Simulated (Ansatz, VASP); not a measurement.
## CsI: VASP beside Ansatz

```
CELL_PARAMETERS angstrom
4.56670 0.02283 0.02283
0.02283 4.56670 0.02283
0.02283 0.02283 4.56670
ATOMIC_POSITIONS crystal
Cs 0.00000 0.00000 0.00000
I 0.50000 0.50000 0.50000
```

Change from the starting cell: equal xy, yz and zx shear strains of +1 %, crystal datasets.

Alike in both runs: task electric field gradients; functional LDA; k mesh 7 × 7 × 7; occupations fermi-dirac, width 0.01 eV; no spin polarisation.

|  | VASP | Ansatz |
| --- | --- | --- |
| version | VASP 6.6.1 | Ansatz 0.2.0 |
| potentials or method | VASP PAW LDA potentials, release 64 (Cs_sv, I), cutoff 400 eV | all-electron PAW with datasets made for the crystal, scalar-relativistic |

```tsv
	VASP	Ansatz	Ansatz less VASP
gap on the k mesh at the Fermi level (eV)	3.56	3.55	-0.009
pressure (GPa)	-1.4	-1.4	-0.04
size of Vzz on the site where it differs most (V/Å²)	5.9	6.0	+0.18
```

LDA's correlation is that of Perdew and Zunger in VASP and of Perdew and Wang (1992) in Ansatz. Ansatz ran all-electron here, and VASP with PAW potentials.

Neither program's run includes spin-orbit coupling.
